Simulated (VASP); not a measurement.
Input of a VASP 6.6.1 run:

The input INCAR:

```
SYSTEM = Ti2Cl
PREC = Accurate
ENCUT = 520
EDIFF = 1E-6
ISMEAR = 0
SIGMA = 0.1
LREAL = .FALSE.
LASPH = .TRUE.
NELM = 150
ALGO = Normal
ISIF = 2
LWAVE = .FALSE.
LCHARG = .FALSE.
ISPIN = 2
MAGMOM = 1 1 0
LORBIT = 11
LMAXMIX = 4
GGA = PE
NBANDS = 26
```

Contents of KPOINTS:

```
Automatic mesh
0
G
  6 6 4
  0 0 0
```

Contents of POSCAR:

```
Ti2Cl
1.0
    2.9862076721      0.0000000000      0.0000000000
    0.0000000000      2.9862076721      0.0000000000
    0.0000000000      0.0000000000      5.6086489505
Ti Cl
2 1
Direct
    0.5000000000      0.5000000000      0.2731682602
    0.5000000000      0.5000000000      0.7268317398
    0.0000000000      0.0000000000      0.0000000000
```

Potentials or basis: VASP PAW PBE potentials, release 64 (Ti_sv, Cl).

Run with:

```sh
$ cat potpaw_PBE.64/Ti_sv/POTCAR potpaw_PBE.64/Cl/POTCAR > POTCAR
$ mpirun -np 1 vasp_std > vasp.out
```

Task: What does it give for the pressure?

Result: 0.2 GPa.

Task: What does it give for the net moment?

Result: 0.00 μB per cell.

Task: What does it give for the largest force?

Result: 0.036 eV/Å.

Stress tensor (GPa, compression positive):
```
0.14 0.00 0.00
0.00 0.14 0.00
0.00 0.00 0.29
```
